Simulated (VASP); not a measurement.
# TaN (P6_3mc) in VASP: a series of runs

Aim: see how the results for TaN move with the level of theory and the settings. Levels: PBEsol, PBE. Tasks: single point.

Everything below comes from runs of VASP 6.6.1. Logs are shortened: lines on timing, memory, paths and dates and some standing lists are left out, and cuts for length are marked.

## (1) The cell of the first run

The structure is hexagonal, space group P6_3mc (No. 186). The conventional cell has a = 2.980 Å, b = 2.980 Å, c = 4.975 Å, α = 90.00°, β = 90.00°, γ = 120.00°. Within 2.4 Å of Ta (site symmetry 3m) lie 4 N at 1.79 to 1.98 Å. Within 2.4 Å of N (site symmetry 3m) lie 4 Ta at 1.79 to 1.98 Å.

## (2) Single point, PBEsol (functional PBEsol, strained)

INCAR reads:

```
SYSTEM = TaN
PREC     = Accurate       ! precision mode
ENCUT    = 520            ! plane-wave cutoff, eV
EDIFF    = 1E-6           ! SCF threshold, eV
ISMEAR   = 0              ! smearing method
SIGMA    = 0.1            ! smearing width, eV
LREAL    = .FALSE.        ! projectors in reciprocal space
LASPH    = .TRUE.         ! aspherical terms in the spheres
NELM     = 60             ! most SCF steps
ALGO     = Normal         ! electronic algorithm
ISIF     = 2              ! what is computed and relaxed
LWAVE    = .FALSE.        ! write WAVECAR
LCHARG   = .FALSE.        ! write CHGCAR
GGA      = PS             ! functional
NBANDS   = 24             ! bands
```

KPOINTS reads:

```
regular mesh
0
G
  15 15 8
  0 0 0
```

POSCAR reads:

```
TaN
1.0
    2.9798510654      0.0000000000      0.0000000000
   -1.4899255328      2.5806267222      0.0000000000
    0.0000000000      0.0000000000      4.9745800000
Ta N
2 2
Direct
    0.3333333333      0.6666666667     -0.0060728745
    0.6666666667      0.3333333333      0.4939271255
    0.3333333333      0.6666666667      0.3910728745
    0.6666666667      0.3333333333      0.8910728745
```

Potentials or basis: VASP PAW PBE potentials, release 64 (Ta_pv, N).

Started as:

```sh
> cat potpaw_PBE.64/Ta_pv/POTCAR potpaw_PBE.64/N/POTCAR > POTCAR
> mpirun -np 1 vasp_std > vasp.out
```

OUTCAR:

```text
SYSTEM = TaN
   PREC = Accurate
   ENCUT = 520
   EDIFF = 1E-6
   ISMEAR = 0
   LREAL = .FALSE.
   LASPH = .TRUE.
   NELM = 60
   ISIF = 2
   GGA = PS

 ion  position               nearest neighbor table
   1  0.333  0.667  0.994-   4 1.79   4 1.79   4 1.79   3 1.98   2 3.02   2 3.02   2 3.02   2 3.02
                             2 3.02   2 3.02
   2  0.667  0.333  0.494-   3 1.79   3 1.79   3 1.79   4 1.98   1 3.02   1 3.02   1 3.02   1 3.02
                             1 3.02   1 3.02
   3  0.333  0.667  0.391-   2 1.79   2 1.79   2 1.79   1 1.98
   4  0.667  0.333  0.891-   1 1.79   1 1.79   1 1.79   2 1.98

  LATTYP: Found a hexagonal cell.
 ALAT       =     2.9798510654
 C/A-ratio  =     1.6694055813

  Lattice vectors:

 A1 = (   2.9798510654,   0.0000000000,   0.0000000000)
 A2 = (  -1.4899255328,   2.5806267222,   0.0000000000)
 A3 = (   0.0000000000,   0.0000000000,   4.9745800000)

Analysis of symmetry for initial positions (statically):
=====================================================================
 Subroutine PRICEL returns:
 Original cell was already a primitive cell.

 Routine SETGRP: Setting up the symmetry group for a
 hexagonal supercell.

 Subroutine GETGRP returns: Found 12 space group operations
 (whereof  6 operations were pure point group operations)
 out of a pool of 24 trial point group operations.

The static configuration has the point symmetry C_3v.
 The point group associated with its full space group is C_6v.

Analysis of symmetry for dynamics (positions and initial velocities):
=====================================================================
 Subroutine PRICEL returns:
 Original cell was already a primitive cell.

 Routine SETGRP: Setting up the symmetry group for a
 hexagonal supercell.

 Subroutine GETGRP returns: Found 12 space group operations
 (whereof  6 operations were pure point group operations)
 out of a pool of 24 trial point group operations.

The dynamic configuration has the point symmetry C_3v.
 The point group associated with its full space group is C_6v.

 Subroutine INISYM returns: Found 12 space group operations
 (whereof  6 operations are pure point group operations),
 and found     1 'primitive' translations

----------------------------------------------------------------------------------------

                                     Primitive cell

  volume of cell :      38.2539

  direct lattice vectors                    reciprocal lattice vectors
     2.979851065  0.000000000  0.000000000     0.335587242  0.193751384  0.000000000
    -1.489925533  2.580626722  0.000000000     0.000000000  0.387502769  0.000000000
     0.000000000  0.000000000  4.974580000     0.000000000  0.000000000  0.201021996

  length of vectors
     2.979851065  2.979851066  4.974580000     0.387502769  0.387502769  0.201021996

  position of ions in fractional coordinates (direct lattice)
     0.333333333  0.666666667  0.993927126
     0.666666667  0.333333333  0.493927126
     0.333333333  0.666666667  0.391072874
     0.666666667  0.333333333  0.891072874

  ion indices of the primitive-cell ions
   primitive index   ion index
                 1           1
                 2           2
                 3           3
                 4           4

----------------------------------------------------------------------------------------

 KPOINTS: regular mesh

Automatic generation of k-mesh.
 Grid dimensions read from file:
 generate k-points for:   15   15    8

 Generating k-lattice:

  Cartesian coordinates                     Fractional coordinates (reciprocal lattice)
     0.022372483  0.012916759  0.000000000     0.066666667  0.000000000  0.000000000
     0.000000000  0.025833518  0.000000000     0.000000000  0.066666667  0.000000000
     0.000000000  0.000000000  0.025127749     0.000000000  0.000000000  0.125000000

  Length of vectors
     0.025833518  0.025833518  0.025127749

  Shift w.r.t. Gamma in fractional coordinates (k-lattice)
     0.000000000  0.000000000  0.000000000

 Subroutine IBZKPT returns following result:
 ===========================================

 Found    135 irreducible k-points:

 Following reciprocal coordinates:
            Coordinates               Weight
  0.000000  0.000000  0.000000      1.000000
  0.066667  0.000000  0.000000      6.000000
  0.133333 -0.000000  0.000000      6.000000
  0.200000 -0.000000  0.000000      6.000000
  0.266667 -0.000000  0.000000      6.000000
  0.333333 -0.000000  0.000000      6.000000
[... 16 lines left out ...]
  0.333333  0.200000  0.000000     12.000000
  0.400000  0.200000  0.000000      6.000000
 [... further k-points ...]
   k-points           NKPTS =    135   k-points in BZ     NKDIM =    135   number of bands    NBANDS=     24
   number of dos      NEDOS =    301   number of ions     NIONS =      4
   total plane-waves  NPLWV =  23040
   dimension x,y,z NGX =    24 NGY =   24 NGZ =   40
   dimension x,y,z NGXF=    48 NGYF=   48 NGZF=   80
   ions per type =               2   2
   NGX,Y,Z   is equivalent  to a cutoff of  13.39, 13.39, 13.37 a.u.
   NGXF,Y,Z  is equivalent  to a cutoff of  26.78, 26.78, 26.74 a.u.
 SYSTEM =  TaN
   PREC   = accura    normal or accurate (medium, high low for compatibility)
   ISTART =      0    job   : 0-new  1-cont  2-samecut
   ICHARG =      2    charge: 1-file 2-atom 10-const
   ISPIN  =      1    spin polarized calculation?
   LNONCOLLINEAR =      F non collinear calculations
   LSORBIT =      F    spin-orbit coupling
   LASPH  =      T    aspherical Exc in radial PAW
   ENCUT  =  520.0 eV  38.22 Ry    6.18 a.u.   5.54  5.54  9.25*2*pi/ulx,y,z
   NELM   =     60;   NELMIN=  2; NELMDL= -5     # of ELM steps
   EDIFF  = 0.1E-05   stopping-criterion for ELM
   LREAL  =      F    real-space projection
   EDIFFG = 0.1E-04   stopping-criterion for IOM
   NSW    =      0    number of steps for IOM
   IBRION =     -1    ionic relax: 0-MD 1-quasi-New 2-CG
   NFREE  =      0    steps in history (QN), initial steepest desc. (CG)
   ISIF   =      2    stress and relaxation
   ISYM   =      2    0-nonsym 1-usesym 2-fastsym
   POTIM  = 0.5000    time-step for ionic-motion
   TEBEG  =    0.0;   TEEND  =   0.0 temperature during run
   PSTRESS=    0.0 pullay stress
   NELECT =      32.0000    total number of electrons
   NUPDOWN=      -1.0000    fix difference up-down
   EMIN   =  10.00;   EMAX   =-10.00  energy-range for DOS
   EFERMI =   0.00;   METHOD = LEGACY
   ISMEAR =     0;   SIGMA  =   0.10  broadening in eV -4-tet -1-fermi 0-gaus
   EFERMI_NEDOS =   21; number of points for ismear=-14 and -15
   IALGO  =     38    algorithm
   IMIX   =      4    mixing-type and parameters
     AMIX     =   0.40;   BMIX     =  1.00
     AMIX_MAG =   1.60;   BMIX_MAG =  1.00
  volume/ion in A,a.u.               =       9.56        64.54
  Fermi-wavevector in a.u.,A,eV,Ry     =   1.542527  2.914953 32.373559  2.379389
  Thomas-Fermi vector in A             =   2.648319
   LORBIT       =      0    0 simple, 1 ext, 2 COOP (PROOUT), +10 PAW based schemes
   GGA     = PS    functional components
   LHFCALC =     F    Hartree Fock is set to
   AEXX    =    0.0000 exact exchange contribution
   IVDW    =     0    specifies the selected vdW correction
   LEPSILON=     F    determine dielectric tensor
   LRPA    =     F    only Hartree local field effects (RPA)
 non-spin polarized calculation
 Gauss-broadening in eV      SIGMA  =   0.10
  energy-cutoff  :      520.00
  volume of cell :       38.25
 maximum number of plane-waves:      1062
 NGX is ok and might be reduce to    24
   NGX = 11   NGY = 11   NGZ = 19

 number of electron      32.0000002 magnetization

 Free energy of the ion-electron system (eV)
  ---------------------------------------------------
  ext. energy  EPLUGINS =         0.00000000
  ---------------------------------------------------
  free energy    TOTEN  =       -38.68149873 eV

  energy without entropy =      -38.67446648  energy(sigma->0) =      -38.67798261

 E-fermi :  10.0781     XC(G=0): -13.9106

 val. band max:       10.0713713091   @ k =   0.4000   0.2000   0.2500
 cond. band min:      10.1043807994   @ k =   0.2667  -0.0000   0.0000
 fundamental gap:      0.0330094903
 Fermi energy:        10.0781343444

 k-point     1 :       0.0000    0.0000    0.0000
  band No.  band energies     occupation
      1     -25.9264      2.00000
      2     -24.8728      2.00000
      3     -24.8728      2.00000
      4     -24.6895      2.00000
      5     -24.6895      2.00000
      6     -24.5063      2.00000
[... 16 lines left out ...]
     23      17.7441      0.00000
     24      17.7441      0.00000

 k-point     2 :       0.0667    0.0000    0.0000
  band No.  band energies     occupation
      1     -25.9089      2.00000
      2     -24.9351      2.00000
      3     -24.8898      2.00000
      4     -24.7604      2.00000
      5     -24.7005      2.00000
      6     -24.5119      2.00000
[... 16 lines left out ...]
     23      17.7398      0.00000
     24      17.7657      0.00000

 k-point     3 :       0.1333   -0.0000    0.0000
  band No.  band energies     occupation
      1     -25.8603      2.00000
      2     -25.1059      2.00000
      3     -24.9531      2.00000
      4     -24.9372      2.00000
      5     -24.7318      2.00000
      6     -24.5305      2.00000
[... 16 lines left out ...]
     23      17.8138      0.00000
     24      18.0221      0.00000
[... 514 lines left out ...]
 k-point    23 :       0.3333    0.2000    0.0000
  band No.  band energies     occupation
      1     -26.0980      2.00000
      2     -25.9865      2.00000
      3     -25.4921      2.00000
      4     -25.2049      2.00000
      5     -25.1867      2.00000
      6     -24.8358      2.00000
[... 16 lines left out ...]
     23      17.6792      0.00000
     24      18.4871      0.00000

 k-point    24 :       0.4000    0.2000    0.0000
  band No.  band energies     occupation
      1     -26.1311      2.00000
      2     -26.0027      2.00000
      3     -25.5291      2.00000
      4     -25.2187      2.00000
      5     -25.1477      2.00000
      6     -24.8752      2.00000
[... 16 lines left out ...]
     23      17.4933      0.00000
     24      18.3533      0.00000

 [... further k-points ...]

------------------------ aborting loop because EDIFF is reached ----------------------------------------

  FORCE on cell =-STRESS in cart. coord.  units (eV):
  Direction    XX          YY          ZZ          XY          YZ          ZX
  --------------------------------------------------------------------------------------
  -------------------------------------------------------------------------------------
  Total       46.9414548     46.9414548     25.3908752     -0.0000000      0.0000000      0.0000000
  in kB     1966.0337085   1966.0337086   1063.4377789     -0.0000001      0.0000000      0.0000000
  external PRESSURE =    1665.1683987 kB  Pullay stress =       0.0000000 kB

 VOLUME and BASIS-vectors are now :
 -----------------------------------------------------------------------------
  energy-cutoff  :      520.00
  volume of cell :       38.25
      direct lattice vectors                 reciprocal lattice vectors
     2.979851065  0.000000000  0.000000000     0.335587242  0.193751384  0.000000000
    -1.489925533  2.580626722  0.000000000     0.000000000  0.387502769  0.000000000
     0.000000000  0.000000000  4.974580000     0.000000000  0.000000000  0.201021996

 POSITION                                       TOTAL-FORCE (eV/Angst)
 -----------------------------------------------------------------------------------
     -0.00000      1.72042      4.94437         0.000000     -0.000000      5.074636
      1.48993      0.86021      2.45708        -0.000000      0.000000      5.074636
     -0.00000      1.72042      1.94542         0.000000      0.000000     -5.074636
      1.48993      0.86021      4.43271        -0.000000      0.000000     -5.074636
 -----------------------------------------------------------------------------------
    total drift:                               -0.000000     -0.000000     -0.001021

  FREE ENERGIE OF THE ION-ELECTRON SYSTEM (eV)
  ---------------------------------------------------
  free  energy   TOTEN  =       -38.6814987314 eV

  energy  without entropy=      -38.6744664838  energy(sigma->0) =      -38.67798261
```

Wall time 2.2 min (1 thread of Intel Xeon 6975P-C, shared host); peak memory 0.24 GiB.

What came out:

| Property | Result |
| --- | --- |
| Free energy | -38.6815 eV |
| Pressure | 166.5 GPa |
| Largest force | 5.075 eV/Å |
| Band gap on the k mesh | zero (band 16 reaches 11.38 eV, above the bottom of band 17 at 8.35 eV) |

Forces on the atoms (eV/Å):
```
Ta   0.000  0.000  5.075
Ta   0.000  0.000  5.075
N    0.000  0.000 -5.075
N    0.000  0.000 -5.075
```

Caveat: the cell differs from its parent crystal (functional PBEsol, strained); the PAW data sets were made with another functional, which shifts forces and pressure a little; spin-orbit coupling is left out, which moves the levels of the heavy elements.

## (3) Single point, PBE (volume scaled by 0.88, then relaxed in part)

INCAR reads:

```
  ALGO = Normal
  EDIFF = 1E-7
  ENCUT = 520
  GGA = PE
  ISIF = 2
  ISMEAR = 0
  LASPH = T
  LCHARG = F
  LREAL = F
  LWAVE = F
  NBANDS = 24
  NELM = 100
  PREC = Accurate
  SIGMA = 0.1
```

KPOINTS reads:

```
k-points
0
Gamma
  18 18 8
```

POSCAR reads:

```
TaN
1.0
    2.9730493232      0.0000000000      0.0000000000
   -1.4865246616      2.5747362406      0.0000000000
    0.0000000000      0.0000000000      6.0381890934
Ta N
2 2
Direct
    0.3333333333      0.6666666667      0.0340158079
    0.6666666667      0.3333333333      0.5340158079
    0.3333333333      0.6666666667      0.3509841921
    0.6666666667      0.3333333333      0.8509841921
```

Potentials or basis: VASP PAW PBE potentials, release 64 (Ta_pv, N).

Started as:

```sh
> cat potpaw_PBE.64/Ta_pv/POTCAR potpaw_PBE.64/N/POTCAR > POTCAR
> mpirun -np 1 vasp_std > vasp.out
```

Wall time 1.9 min (1 thread of Intel Xeon Platinum 8259CL at 2.50GHz (Skylake/Cascade Lake), shared host); peak memory 0.3 GiB.

It converged, with:

```yaml
Free_energy: -42.6581 eV
Pressure: 39.9 GPa
Largest_force: 0.025 eV/Å
Band_gap_on_the_k_mesh: zero (band 16 reaches 7.60 eV, above the bottom of band 17 at 7.46 eV)
```

Forces in eV/Å, atoms in the order of the input:
```
Ta   0.000  0.000 -0.025
Ta   0.000  0.000 -0.025
N    0.000  0.000  0.025
N    0.000  0.000  0.025
```

Stress tensor (GPa, compression positive):
```
39.57  0.00  0.00
 0.00 39.57  0.00
 0.00  0.00 40.57
```

Levels at points of the mesh, in eV from the Fermi level:
```
           k point  band 12  band 13  band 14  band 15  band 16  band 17  band 18  band 19  band 20  band 21
(0.00, 0.00, 0.00)    -5.47    -4.52    -4.52    -1.05    -0.73     0.31     0.31     2.67     2.67     2.96
(0.50, 0.00, 0.00)    -5.86    -4.84    -3.66    -2.84    -0.36     1.34     2.64     3.12     4.52     5.00
(0.00, 0.00, 0.50)    -5.05    -5.05    -5.05    -0.02    -0.02     1.16     1.16     1.16     1.16     5.24
(0.50, 0.00, 0.50)    -5.89    -4.94    -4.94    -1.23    -1.23     1.80     1.80     4.30     4.30     5.77
```

Caveat: spin-orbit coupling is left out, which moves the levels of the heavy elements.

## (4) Single point, PBE (volume scaled by 0.91, then relaxed in part)

INCAR reads:

```
ALGO = Normal
EDIFF = 1E-6
ENCUT = 520
GGA = PE
ISIF = 2
ISMEAR = 0
LASPH = T
LCHARG = F
LREAL = F
LWAVE = F
NBANDS = 24
NELM = 60
PREC = Accurate
SIGMA = 0.1
```

KPOINTS is that of step 3.

POSCAR reads:

```
TaN
1.0
    3.0200591234      0.0000000000      0.0000000000
   -1.5100295617      2.6154479218      0.0000000000
    0.0000000000      0.0000000000      6.0511618301
Ta N
2 2
Direct
    0.3333333333      0.6666666667      0.0329817585
    0.6666666667      0.3333333333      0.5329817585
    0.3333333333      0.6666666667      0.3520182415
    0.6666666667      0.3333333333      0.8520182415
```

Started as:

```sh
> cat potpaw_PBE.64/Ta_pv/POTCAR potpaw_PBE.64/N/POTCAR > POTCAR
> mpirun -np 1 vasp_std > vasp.out
```

Wall time 1.8 min (1 thread of Intel Xeon Platinum 8259CL at 2.50GHz (Skylake/Cascade Lake), shared host); peak memory 0.31 GiB.

It converged, with:

```
Free energy            : -42.9892 eV
Pressure               : 27.8 GPa
Largest force          : 0.025 eV/Å
Band gap on the k mesh : zero (band 16 reaches 7.35 eV, above the bottom of band 17 at 7.11 eV)
```

Forces on the atoms (eV/Å):
```
Ta   0.000  0.000 -0.025
Ta   0.000  0.000 -0.025
N    0.000  0.000  0.025
N    0.000  0.000  0.025
```

Stress tensor (GPa, compression positive):
```
27.53  0.00  0.00
 0.00 27.53  0.00
 0.00  0.00 28.41
```

Levels at points of the mesh, in eV from the Fermi level:
```csv
k point,band 12,band 13,band 14,band 15,band 16,band 17,band 18,band 19,band 20,band 21
"(0.00, 0.00, 0.00)",-5.47,-4.54,-4.54,-0.94,-0.76,0.26,0.26,2.54,2.54,2.90
"(0.50, 0.00, 0.00)",-5.80,-4.83,-3.68,-2.69,-0.41,1.29,2.50,2.99,4.18,4.67
"(0.00, 0.00, 0.50)",-5.05,-5.05,-5.05,0.05,0.05,1.10,1.10,1.10,1.10,5.07
"(0.50, 0.00, 0.50)",-5.77,-4.91,-4.91,-1.14,-1.14,1.69,1.69,4.00,4.00,5.41
```

Caveat: spin-orbit coupling is left out, which moves the levels of the heavy elements.

## (5) The runs side by side

```csv
level,cell,k mesh,gap on the mesh (eV),pressure (GPa),largest force (eV/Å)
PBEsol,"a = 2.980, b = 2.980, c = 4.975 Å, angles 90.0, 90.0, 120.0°, 4 atoms",15 × 15 × 8,none,166.5,5.07
PBE,"a = 2.973, b = 2.973, c = 6.038 Å, angles 90.0, 90.0, 120.0°, 4 atoms",18 × 18 × 8,none,39.9,0.03
PBE,"a = 3.020, b = 3.020, c = 6.051 Å, angles 90.0, 90.0, 120.0°, 4 atoms",18 × 18 × 8,none,27.8,0.03
```

Alike in all rows: task single point; potentials or basis VASP PAW PBE potentials, release 64 (Ta_pv, N); no spin polarisation; cutoff (eV) 520; smearing gaussian 0.1 eV.

Caveats: spin-orbit coupling is left out, which moves the levels of the heavy elements; the PAW data sets were made with another functional, which shifts forces and pressure a little (some runs).

Total energies depend on the potentials used, so only differences within one code and one set of settings carry meaning.
